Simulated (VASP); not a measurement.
# Pt (Im-3m) in VASP: further runs

The runs below take Pt through single point, relaxation of cell and atoms, with PBE.

All numbers are computed with VASP 6.6.1; they aren't measurements. Logs are shortened: lines on timing, memory, paths and dates and some standing lists are left out, and cuts for length are marked.

**1. The cell of the first run**

It takes space group Im-3m (No. 229, cubic). The conventional cell has a = 3.165 Å, b = 3.165 Å, c = 3.165 Å, α = 90.00°, β = 90.00°, γ = 90.00°. Within 3.6 Å of Pt (site symmetry m-3m) lie 14 Pt at 2.74 to 3.16 Å.

**2. Single point, PBE**

File INCAR:

```
SYSTEM = Pt
ALGO = Normal
EDIFF = 1E-6
ENCUT = 520
GGA = PE
ISIF = 2
ISMEAR = -1
LASPH = .TRUE.
LCHARG = .TRUE.
LELF = .TRUE.
LREAL = .FALSE.
LVHAR = .TRUE.
LWAVE = .FALSE.
NBANDS = 11
NELM = 100
PREC = Accurate
SIGMA = 0.1
```

File KPOINTS:

```
k-points
0
G
  14 14 14
  0 0 0
```

File POSCAR:

```
Pt
1.0
   -1.5824832643      1.5824832643      1.5824832643
    1.5824832643     -1.5824832643      1.5824832643
    1.5824832643      1.5824832643     -1.5824832643
Pt
1
Direct
    0.0000000000      0.0000000000      0.0000000000
```

Potentials or basis: VASP PAW PBE potentials, release 64 (Pt).

On the command line:

```
$ cat potpaw_PBE.64/Pt/POTCAR > POTCAR
$ mpirun -np 1 vasp_std > vasp.out
```

OUTCAR:

```text
SYSTEM = Pt
   EDIFF = 1E-6
   ENCUT = 520
   GGA = PE
   ISIF = 2
   ISMEAR = -1
   LASPH = .TRUE.
   LREAL = .FALSE.
   NELM = 100
   PREC = Accurate

 ion  position               nearest neighbor table
   1  0.000  0.000  0.000-

  LATTYP: Found a body centered cubic cell.
 ALAT       =     3.1649665286

  Lattice vectors:

 A1 = (  -1.5824832643,   1.5824832643,   1.5824832643)
 A2 = (   1.5824832643,  -1.5824832643,   1.5824832643)
 A3 = (   1.5824832643,   1.5824832643,  -1.5824832643)

Analysis of symmetry for initial positions (statically):
=====================================================================
 Subroutine PRICEL returns:
 Original cell was already a primitive cell.

 Routine SETGRP: Setting up the symmetry group for a
 body centered cubic supercell.

 Subroutine GETGRP returns: Found 48 space group operations
 (whereof 48 operations were pure point group operations)
 out of a pool of 48 trial point group operations.

The static configuration has the point symmetry O_h .

Analysis of symmetry for dynamics (positions and initial velocities):
=====================================================================
 Subroutine PRICEL returns:
 Original cell was already a primitive cell.

 Routine SETGRP: Setting up the symmetry group for a
 body centered cubic supercell.

 Subroutine GETGRP returns: Found 48 space group operations
 (whereof 48 operations were pure point group operations)
 out of a pool of 48 trial point group operations.

The dynamic configuration has the point symmetry O_h .

 Subroutine INISYM returns: Found 48 space group operations
 (whereof 48 operations are pure point group operations),
 and found     1 'primitive' translations

----------------------------------------------------------------------------------------

                                     Primitive cell

  volume of cell :      15.8518

  direct lattice vectors                    reciprocal lattice vectors
    -1.582483264  1.582483264  1.582483264     0.000000000  0.315959108  0.315959108
     1.582483264 -1.582483264  1.582483264     0.315959108  0.000000000  0.315959108
     1.582483264  1.582483264 -1.582483264     0.315959108  0.315959108  0.000000000

  length of vectors
     2.740941416  2.740941416  2.740941416     0.446833655  0.446833655  0.446833655

  position of ions in fractional coordinates (direct lattice)
     0.000000000  0.000000000  0.000000000

  ion indices of the primitive-cell ions
   primitive index   ion index
                 1           1

----------------------------------------------------------------------------------------

 KPOINTS: k-points

Automatic generation of k-mesh.
 Grid dimensions read from file:
 generate k-points for:   14   14   14

 Generating k-lattice:

  Cartesian coordinates                     Fractional coordinates (reciprocal lattice)
     0.000000000  0.022568508  0.022568508     0.071428571  0.000000000  0.000000000
     0.022568508  0.000000000  0.022568508     0.000000000  0.071428571  0.000000000
     0.022568508  0.022568508  0.000000000     0.000000000  0.000000000  0.071428571

  Length of vectors
     0.031916690  0.031916690  0.031916690

  Shift w.r.t. Gamma in fractional coordinates (k-lattice)
     0.000000000  0.000000000  0.000000000

 Subroutine IBZKPT returns following result:
 ===========================================

 Found    104 irreducible k-points:

 Following reciprocal coordinates:
            Coordinates               Weight
  0.000000  0.000000  0.000000      1.000000
  0.071429  0.000000  0.000000     12.000000
  0.142857  0.000000  0.000000     12.000000
  0.214286  0.000000  0.000000     12.000000
  0.285714  0.000000  0.000000     12.000000
  0.357143  0.000000  0.000000     12.000000
[... 16 lines left out ...]
  0.285714  0.285714  0.000000     24.000000
  0.357143  0.285714  0.000000     24.000000
 [... further k-points ...]
   k-points           NKPTS =    104   k-points in BZ     NKDIM =    104   number of bands    NBANDS=     11
   number of dos      NEDOS =    301   number of ions     NIONS =      1
   total plane-waves  NPLWV =   8000
   dimension x,y,z NGX =    20 NGY =   20 NGZ =   20
   dimension x,y,z NGXF=    40 NGYF=   40 NGZF=   40
   ions per type =               1
   NGX,Y,Z   is equivalent  to a cutoff of  12.13, 12.13, 12.13 a.u.
   NGXF,Y,Z  is equivalent  to a cutoff of  24.26, 24.26, 24.26 a.u.
 SYSTEM =  Pt
   PREC   = accura    normal or accurate (medium, high low for compatibility)
   ISTART =      0    job   : 0-new  1-cont  2-samecut
   ICHARG =      2    charge: 1-file 2-atom 10-const
   ISPIN  =      1    spin polarized calculation?
   LNONCOLLINEAR =      F non collinear calculations
   LSORBIT =      F    spin-orbit coupling
   LASPH  =      T    aspherical Exc in radial PAW
   ENCUT  =  520.0 eV  38.22 Ry    6.18 a.u.   5.10  5.10  5.10*2*pi/ulx,y,z
   NELM   =    100;   NELMIN=  2; NELMDL= -5     # of ELM steps
   EDIFF  = 0.1E-05   stopping-criterion for ELM
   LREAL  =      F    real-space projection
   EDIFFG = 0.1E-04   stopping-criterion for IOM
   NSW    =      0    number of steps for IOM
   IBRION =     -1    ionic relax: 0-MD 1-quasi-New 2-CG
   NFREE  =      0    steps in history (QN), initial steepest desc. (CG)
   ISIF   =      2    stress and relaxation
   ISYM   =      2    0-nonsym 1-usesym 2-fastsym
   POTIM  = 0.5000    time-step for ionic-motion
   TEBEG  =    0.0;   TEEND  =   0.0 temperature during run
   PSTRESS=    0.0 pullay stress
   NELECT =      10.0000    total number of electrons
   NUPDOWN=      -1.0000    fix difference up-down
   EMIN   =  10.00;   EMAX   =-10.00  energy-range for DOS
   EFERMI =   0.00;   METHOD = LEGACY
   ISMEAR =    -1;   SIGMA  =   0.10  broadening in eV -4-tet -1-fermi 0-gaus
   EFERMI_NEDOS =   21; number of points for ismear=-14 and -15
   IALGO  =     38    algorithm
   IMIX   =      4    mixing-type and parameters
     AMIX     =   0.40;   BMIX     =  1.00
     AMIX_MAG =   1.60;   BMIX_MAG =  1.00
  volume/ion in A,a.u.               =      15.85       106.97
  Fermi-wavevector in a.u.,A,eV,Ry     =   1.404049  2.653269 26.821908  1.971355
  Thomas-Fermi vector in A             =   2.526650
   LORBIT       =      0    0 simple, 1 ext, 2 COOP (PROOUT), +10 PAW based schemes
   GGA     = PE    functional components
   LHFCALC =     F    Hartree Fock is set to
   AEXX    =    0.0000 exact exchange contribution
   IVDW    =     0    specifies the selected vdW correction
   LEPSILON=     F    determine dielectric tensor
   LRPA    =     F    only Hartree local field effects (RPA)
 non-spin polarized calculation
  energy-cutoff  :      520.00
  volume of cell :       15.85
 maximum number of plane-waves:       438
   NGX = 11   NGY = 11   NGZ = 11

 number of electron      10.0000000 magnetization

 Free energy of the ion-electron system (eV)
  ---------------------------------------------------
  ext. energy  EPLUGINS =         0.00000000
  ---------------------------------------------------
  free energy    TOTEN  =        -6.01576350 eV

  energy without entropy =       -5.97567821  energy(sigma->0) =       -5.99572086

 E-fermi :  10.1106     XC(G=0): -13.1847

 val. band max:       10.0915057227   @ k =  -0.3571   0.4286   0.1429
 cond. band min:      10.1109246187   @ k =  -0.3571   0.4286   0.2857
 fundamental gap:      0.0194188960
 Fermi energy:        10.1106334834

 k-point     1 :       0.0000    0.0000    0.0000
  band No.  band energies     occupation
      1       0.6788      2.00000
      2       6.6819      2.00000
      3       6.6819      2.00000
      4       6.6819      2.00000
      5       9.1480      1.99987
      6       9.1480      1.99987
      7      27.2409      0.00000
      8      27.2409      0.00000
      9      27.2409      0.00000
     10      37.2316      0.00000
     11      37.2322      0.00000

 k-point     2 :       0.0714    0.0000    0.0000
  band No.  band energies     occupation
      1       0.8855      2.00000
      2       6.6015      2.00000
      3       6.6817      2.00000
      4       6.8469      2.00000
      5       9.0453      1.99995
      6       9.1535      1.99986
      7      27.3331      0.00000
      8      27.3958      0.00000
      9      27.5440      0.00000
     10      34.8323      0.00000
     11      35.3517      0.00000

 k-point     3 :       0.1429    0.0000    0.0000
  band No.  band energies     occupation
      1       1.4759      2.00000
      2       6.3830      2.00000
      3       6.6644      2.00000
      4       7.3288      2.00000
      5       8.8357      1.99999
      6       9.1741      1.99983
      7      27.3660      0.00000
      8      27.3844      0.00000
      9      28.4176      0.00000
     10      33.1064      0.00000
     11      33.1312      0.00000

 k-point     4 :       0.2143    0.0000    0.0000
  band No.  band energies     occupation
      1       2.3330      2.00000
      2       6.0838      2.00000
      3       6.6546      2.00000
      4       8.0869      2.00000
      5       8.7155      2.00000
      6       9.2179      1.99973
      7      25.9012      0.00000
      8      26.7465      0.00000
      9      29.7623      0.00000
     10      32.4194      0.00000
     11      32.8957      0.00000
[... 239 lines left out ...]
 k-point    22 :       0.3571    0.2143    0.0000
  band No.  band energies     occupation
      1       4.5470      2.00000
      2       5.6316      2.00000
      3       7.2063      2.00000
      4       8.9740      1.99998
      5       9.7269      1.95782
      6      14.4773      0.00000
      7      16.4920      0.00000
      8      21.2114      0.00000
      9      25.8728      0.00000
     10      32.5043      0.00000
     11      33.6691      0.00000

 k-point    23 :       0.2857    0.2857    0.0000
  band No.  band energies     occupation
      1       4.7722      2.00000
      2       5.8674      2.00000
      3       6.6733      2.00000
      4       9.0562      1.99995
      5       9.5641      1.99157
      6      14.6100      0.00000
      7      17.2933      0.00000
      8      20.1467      0.00000
      9      26.3394      0.00000
     10      31.8119      0.00000
     11      33.6450      0.00000

 k-point    24 :       0.3571    0.2857    0.0000
  band No.  band energies     occupation
      1       4.8208      2.00000
      2       5.9817      2.00000
      3       6.6139      2.00000
      4       9.2053      1.99977
      5       9.5442      1.99309
      6      15.6922      0.00000
      7      16.6866      0.00000
      8      19.0884      0.00000
      9      26.4538      0.00000
     10      32.3123      0.00000
     11      32.7917      0.00000

 [... further k-points ...]
[... 5 lines left out ...]
  --------------------------------------------------------------------------------------
  -------------------------------------------------------------------------------------
  Total       -0.0450287     -0.0450287     -0.0450287      0.0000000      0.0000000      0.0000000
  in kB       -4.5511632     -4.5511632     -4.5511632      0.0000000      0.0000000      0.0000000
  external PRESSURE =      -4.5511632 kB  Pullay stress =       0.0000000 kB

 VOLUME and BASIS-vectors are now :
 -----------------------------------------------------------------------------
  energy-cutoff  :      520.00
  volume of cell :       15.85
      direct lattice vectors                 reciprocal lattice vectors
    -1.582483264  1.582483264  1.582483264     0.000000000  0.315959108  0.315959108
     1.582483264 -1.582483264  1.582483264     0.315959108  0.000000000  0.315959108
     1.582483264  1.582483264 -1.582483264     0.315959108  0.315959108  0.000000000

 POSITION                                       TOTAL-FORCE (eV/Angst)
 -----------------------------------------------------------------------------------
      0.00000      0.00000      0.00000        -0.000000      0.000000      0.000000
 -----------------------------------------------------------------------------------
    total drift:                                0.000000     -0.000000      0.000000

  FREE ENERGIE OF THE ION-ELECTRON SYSTEM (eV)
  ---------------------------------------------------
  free  energy   TOTEN  =        -6.0157635005 eV

  energy  without entropy=       -5.9756782114  energy(sigma->0) =       -5.99572086
```

It took 20 s on 1 thread of AMD EPYC 7R43 (Zen 3), shared host; peak memory 0.1 GiB.

What came out:

```yaml
Free_energy: -6.0158 eV
Pressure: -0.5 GPa
Band_gap_on_the_k_mesh: zero (band 5 reaches 11.15 eV, above the bottom of band 6 at 9.00 eV)
```

Levels at points of the mesh, in eV from the Fermi level:
| k point | band 1 | band 2 | band 3 | band 4 | band 5 | band 6 | band 7 | band 8 | band 9 | band 10 |
| --- | --- | --- | --- | --- | --- | --- | --- | --- | --- | --- |
| (0.00, 0.00, 0.00) | -9.43 | -3.43 | -3.43 | -3.43 | -0.96 | -0.96 | 17.13 | 17.13 | 17.13 | 27.12 |
| (0.50, 0.00, 0.00) | -6.50 | -4.84 | -1.14 | -0.65 | 0.31 | 1.07 | 6.30 | 13.30 | 15.86 | 24.04 |
| (0.50, 0.50, 0.50) | -6.01 | -6.01 | 0.55 | 0.55 | 0.55 | 7.69 | 7.69 | 7.69 | 12.77 | 19.00 |

Caveat: spin-orbit coupling is left out, which moves the levels of the heavy elements.

**3. Single point, PBE (volume scaled by 1.08)**

File INCAR:

```
SYSTEM = Pt
ALGO = Normal
EDIFF = 1E-6
ENCUT = 520
GGA = PE
ISIF = 2
ISMEAR = -1
LASPH = .True.
LCHARG = .True.
LELF = .True.
LREAL = .False.
LVHAR = .True.
LWAVE = .False.
NBANDS = 11
NELM = 80
PREC = Accurate
SIGMA = 0.1
```

File KPOINTS:

```
k-points
0
Gamma
  16 16 16
  0 0 0
```

File POSCAR:

```
Pt
1.0
   -1.6236049908      1.6236049908      1.6236049908
    1.6236049908     -1.6236049908      1.6236049908
    1.6236049908      1.6236049908     -1.6236049908
Pt
1
Direct
    0.0000000000      0.0000000000      0.0000000000
```

Potentials or basis: VASP PAW PBE potentials, release 64 (Pt).

On the command line:

```
$ cat potpaw_PBE.64/Pt/POTCAR > POTCAR
$ mpirun -np 1 vasp_std > vasp.out
```

It took 34 s on 1 thread of AMD EPYC 7R43 (Zen 3), shared host; peak memory 0.13 GiB.

The run converged. Its results:

```yaml
Free_energy: -5.9490 eV
Pressure: -15.1 GPa
Band_gap_on_the_k_mesh: zero (band 5 reaches 9.70 eV, above the bottom of band 6 at 7.84 eV)
```

Levels at points of the mesh, in eV from the Fermi level:
```
           k point  band 2  band 3  band 4  band 5  band 6  band 7  band 8  band 9
(0.00, 0.00, 0.00)   -3.09   -3.09   -3.09   -0.89   -0.89   17.06   17.06   17.06
(0.50, 0.00, 0.00)   -4.34   -1.07   -0.63    0.50    0.87    5.62   13.20   15.16
(0.50, 0.50, 0.50)   -5.34    0.42    0.42    0.42    7.47    7.47    7.47   11.62
```

Caveat: the cell differs from its parent crystal (volume scaled by 1.08); spin-orbit coupling is left out, which moves the levels of the heavy elements.

**4. Relaxation of cell and atoms, PBE**

This run uses another cell than the first one, of 15.09 Å³/atom, 0.952 times its volume.

File INCAR:

```
SYSTEM = Pt
  PREC = Accurate
  ENCUT = 600
  EDIFF = 1E-7
  ISMEAR = -1
  SIGMA = 0.1
  LREAL = .FALSE.
  LASPH = .TRUE.
  NELM = 80
  ALGO = Normal
  ISIF = 3
  LWAVE = .FALSE.
  LCHARG = .FALSE.
  GGA = PE
  IBRION = 2
  NSW = 80
  EDIFFG = -0.01
```

File KPOINTS:

```
regular mesh
0
G
  14 14 14
  0 0 0
```

File POSCAR:

```
Pt
1.0
   -1.5568832667      1.5568832667      1.5568832667
    1.5568832667     -1.5568832667      1.5568832667
    1.5568832667      1.5568832667     -1.5568832667
Pt
1
Direct
    0.0000000000      0.0000000000      0.0000000000
```

On the command line:

```
$ cat potpaw_PBE.64/Pt/POTCAR > POTCAR
$ mpirun -np 1 vasp_std > vasp.out
```

Run time: 67 s. Hardware: 1 thread of AMD EPYC 7R43 (Zen 3), shared host; peak memory 0.13 GiB.

It converged, with:

```yaml
Free_energy: -6.0157 eV
Relaxed_volume: 15.83 Å³/atom
Relaxed_cell: a = 2.740 Å, b = 2.740 Å, c = 2.740 Å, α = 109.47°, β = 109.47°, γ = 109.47°
Space_group_after_relaxing_to_0.05_Å: Im-3m (No. 229)
Energy_gained_by_relaxing: 27.8 meV/atom
Ionic_steps: 4
Pressure_after_relaxing: -0.1 GPa
Band_gap_on_the_k_mesh: zero (band 5 reaches 11.18 eV, above the bottom of band 6 at 9.02 eV)
```

Step by step:
| step | energy change (eV) | largest force (eV/Å) | pressure (GPa) | volume (Å³) |
| --- | --- | --- | --- | --- |
| 1 | 0.0000 | 0.0000 | 12.83 | 15.09 |
| 2 | 0.1264 | 0.0000 | -20.84 | 17.89 |
| 3 | -0.0277 | 0.0000 | -0.54 | 15.86 |
| 4 | -0.0278 | 0.0000 | -0.05 | 15.83 |

Final structure:
```
Pt
1.0
    -1.58171    1.58171    1.58171
     1.58171   -1.58171    1.58171
     1.58171    1.58171   -1.58171
Pt
1
Direct
  0.00000 0.00000 0.00000
```

Levels at points of the mesh, in eV from the Fermi level:
```
           k point  band 1  band 2  band 3  band 4  band 5  band 6  band 7  band 8  band 9
(0.00, 0.00, 0.00)   -9.45   -3.44   -3.44   -3.44   -0.96   -0.96   17.13   17.13   17.13
(0.50, 0.00, 0.00)   -6.51   -4.85   -1.14   -0.65    0.30    1.07    6.31   13.30   15.87
(0.50, 0.50, 0.50)   -6.02   -6.02    0.55    0.55    0.55    7.70    7.70    7.70   12.79
```

Caveat: spin-orbit coupling is left out, which moves the levels of the heavy elements.

**5. Summary**

| task | cell | k mesh | cutoff (eV) | gap on the mesh (eV) | pressure (GPa) |
| --- | --- | --- | --- | --- | --- |
| single point | a = 2.741 Å, angles 109.5°, 1 atom | 14 × 14 × 14 | 520 | none | -0.5 |
| single point | a = 2.812 Å, angles 109.5°, 1 atom | 16 × 16 × 16 | 520 | none | -15.1 |
| relaxation of cell and atoms | relaxed from a = 2.697 Å, angles 109.5°, 1 atom | 14 × 14 × 14 | 600 | none | -0.1 |

Alike in all rows: level PBE; potentials or basis VASP PAW PBE potentials, release 64 (Pt); no spin polarisation; smearing fermi-dirac 0.1 eV.

Caveats: spin-orbit coupling is left out, which moves the levels of the heavy elements.

Total energies depend on the potentials used, so only differences within one code and one set of settings carry meaning.
